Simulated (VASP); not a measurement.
**TiAl30 (a cell with a defect): single point with PBE**

The system is TiAl30 (a cell with a defect).

```
Al Ti
1.0
     8.10000    0.00000    0.00000
     0.00000    8.10000    0.00000
     0.00000    0.00000    8.10000
Al Ti
30 1
Direct
  0.50022 0.99774 0.99761
  0.75162 0.24800 0.00184
  0.75160 0.00186 0.24784
  0.99997 0.00321 0.00308
  0.24867 0.24793 0.00194
  0.49999 0.50009 0.00204
  0.75049 0.74867 0.00063
  0.24873 0.00196 0.24777
  0.50021 0.24958 0.24936
  0.75413 0.49582 0.25264
  0.49998 0.00225 0.49985
  0.75407 0.25274 0.49562
  0.75047 0.00100 0.74857
  0.00016 0.49456 0.00842
  0.24975 0.74882 0.00095
  0.24603 0.49579 0.25269
  0.50014 0.74859 0.25111
  0.00015 0.00864 0.49433
  0.24597 0.25287 0.49546
  0.50001 0.50023 0.50008
  0.75006 0.75014 0.50082
  0.24973 0.00099 0.74864
  0.50002 0.25127 0.74846
  0.74997 0.50078 0.75001
  0.00016 0.74898 0.25314
  0.24997 0.75009 0.50056
  0.00012 0.25327 0.74883
  0.24994 0.50091 0.74995
  0.49996 0.74984 0.74964
  0.00032 0.75195 0.75172
  0.99989 0.50429 0.50420
```

```
Program                : VASP 6.6.1
Task                   : single point
Functional             : PBE
Potentials or basis    : VASP PAW PBE potentials, release 64 (Al, Ti_sv)
Cutoff                 : 520 eV
k mesh                 : 3 × 3 × 3
Occupations            : fermi-dirac, width 0.15 eV
Spin                   : no spin polarisation
Dipole correction      : no
Further INCAR settings : LREAL = Auto; ALGO = Normal; EDIFF = 1e-06; NBANDS = 72
```

| Property | Result |
| --- | --- |
| Pressure | -1.3 GPa |
| Largest force | 0.010 eV/Å |
| Band gap on the k mesh | zero (band 51 reaches 7.59 eV, above the bottom of band 52 at 7.52 eV) |

Forces on the atoms (eV/Å):
```
Al  -0.002 -0.006 -0.006
Al   0.001 -0.005  0.004
Al   0.001  0.004 -0.006
Al   0.005  0.004  0.002
Al  -0.005 -0.004 -0.001
Al   0.002 -0.001  0.006
Al   0.003 -0.006  0.006
Al  -0.005  0.003 -0.004
Al   0.000 -0.004 -0.005
Al  -0.001 -0.003 -0.005
Al   0.002  0.003  0.002
Al  -0.001 -0.003 -0.003
Al   0.003  0.002 -0.005
Al  -0.002  0.000  0.002
Al  -0.003 -0.007  0.000
Al   0.000 -0.003 -0.006
Al   0.001 -0.004  0.005
Al  -0.002  0.001  0.001
Al   0.001 -0.006  0.003
Al   0.002 -0.002  0.000
Al   0.001  0.002  0.005
Al  -0.002  0.003 -0.007
Al  -0.001  0.004 -0.003
Al   0.002  0.006 -0.001
Al  -0.005  0.000  0.003
Al   0.004  0.002  0.009
Al  -0.001  0.004  0.001
Al   0.003  0.005  0.000
Al   0.001 -0.001 -0.003
Al  -0.008  0.002  0.004
Ti   0.005  0.007  0.003
```

Stress tensor (GPa, compression positive):
```
-1.22  0.00  0.00
 0.00 -1.31  0.22
 0.00  0.22 -1.31
```

Levels at points of the mesh, in eV from the Fermi level:
```csv
k point,band 48,band 49,band 50,band 51,band 52,band 53,band 54,band 55
"(0.00, 0.00, 0.00)",-0.33,-0.29,-0.08,0.06,0.47,0.47,0.53,0.58
```

Wall time 15 min on 1 thread of Intel(R) Xeon(R) 6975P-C (Granite Rapids), with other jobs on the host, peak memory 0.66 GiB.
